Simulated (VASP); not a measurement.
Write the native input for VASP 6.6.1 that does the following.

- Task: single point
- Functional: PBEsol
- Potentials or basis: VASP PAW PBE potentials, release 64 (Cu, I)
- Cutoff: 520 eV
- k mesh: 8 × 8 × 8
- Occupations: gaussian, width 0.05 eV
- Spin: no spin polarisation
- Dipole correction: no
- Further INCAR settings: ALGO = Normal; EDIFF = 1e-07; NBANDS = 16

The structure of CuI lies in POSCAR:

```
CuI
1.0
    0.0000000000      3.4029150011      2.4058609058
    3.4029150011      0.0000000000      2.4058609058
    3.4029150011      3.4029150011      0.0000000000
Cu I
1 1
Direct
    0.7500000000      0.7500000000      0.7500000000
    0.0000000000      0.0000000000      0.0000000000
```

This cell differs from its parent crystal: ratio of the length along z to the lengths across it x 0.707, volume and fractional coordinates fixed.

These files were run (other wordings do the same):

INCAR

```
ALGO = Normal
EDIFF = 1E-7
ENCUT = 520
GGA = PS
ISIF = 2
ISMEAR = 0
LASPH = True
LCHARG = True
LELF = True
LREAL = False
LVHAR = True
LWAVE = False
NBANDS = 16
NELM = 80
PREC = Accurate
SIGMA = 0.05
```

KPOINTS

```
k-points
0
Gamma
  8 8 8
```

Potentials or basis: VASP PAW PBE potentials, release 64 (Cu, I).

Run with:

```sh
$ cat potpaw_PBE.64/Cu/POTCAR potpaw_PBE.64/I/POTCAR > POTCAR
$ mpirun -np 1 vasp_std > vasp.out
```

Results of the run:

The pressure is -3.8 GPa and the band gap on the k mesh is 0.86 eV.

Caveat: the cell stands under tension; the PAW data sets were made with another functional, which shifts forces and pressure a little; spin-orbit coupling is left out, which moves the levels of the heavy elements.

Run time: 78 s on 1 thread of Intel Xeon 8259CL, with other jobs on the host, peak memory 0.22 GiB.
